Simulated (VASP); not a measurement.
## LaB6: relaxation of cell and atoms with LDA

LaB6:

```
La B
1.0
     4.09838    0.00000    0.00000
     0.00000    4.09838    0.00000
     0.00000    0.00000    4.09838
La B
1 6
Direct
  0.00000 0.00000 0.00000
  0.19990 0.50000 0.50000
  0.50000 0.19990 0.50000
  0.80010 0.50000 0.50000
  0.50000 0.80010 0.50000
  0.50000 0.50000 0.19990
  0.50000 0.50000 0.80010
```

* Program: VASP 6.6.1
* Task: relaxation of cell and atoms
* Functional: LDA
* Potentials or basis: VASP PAW LDA potentials, release 64 (La, B)
* Cutoff: 600 eV
* k mesh: 10 × 10 × 10
* Occupations: fermi-dirac, width 0.15 eV
* Spin: no spin polarisation
* Dipole correction: no
* Further INCAR settings: ALGO = Normal; EDIFF = 1e-06; IBRION = 2; EDIFFG = -0.001; NSW = 80; ISIF = 3

```json
{
  "Relaxed volume": "9.85 Å³/atom",
  "Relaxed cell": "a = 4.100 Å, b = 4.100 Å, c = 4.100 Å, α = 90.00°, β = 90.00°, γ = 90.00°",
  "Space group after relaxing (to 0.05 Å)": "Pm-3m (No. 221)",
  "Energy gained by relaxing": "0.0 meV/atom",
  "Ionic steps": "5",
  "Pressure after relaxing": "0.0 GPa"
}
```

Final structure:
```
CELL_PARAMETERS angstrom
4.09991 0.00000 0.00000
0.00000 4.09991 0.00000
0.00000 0.00000 4.09991
ATOMIC_POSITIONS crystal
La 0.00000 0.00000 0.00000
B 0.19986 0.50000 0.50000
B 0.50000 0.19986 0.50000
B 0.80014 0.50000 0.50000
B 0.50000 0.80014 0.50000
B 0.50000 0.50000 0.19986
B 0.50000 0.50000 0.80014
```

Levels at points of the mesh, in eV from the Fermi level:
```
           k point  band 12  band 13  band 14  band 15  band 16  band 17
(0.00, 0.00, 0.00)    -1.85    -1.85    -1.85     0.24     0.24     0.24
(0.50, 0.00, 0.00)    -3.44    -3.16    -2.54    -1.46     1.53     1.74
(0.50, 0.50, 0.00)    -4.51    -2.86    -2.86     1.09     1.09     2.04
(0.50, 0.50, 0.50)    -2.36    -2.36    -2.36     1.53     1.84     1.84
```

Wall time 4.3 min on 1 thread of Oxide Virtual Turin-like Processor (shared host), peak memory 0.22 GiB.

Caveat: spin-orbit coupling is left out, which moves the levels of the heavy elements.
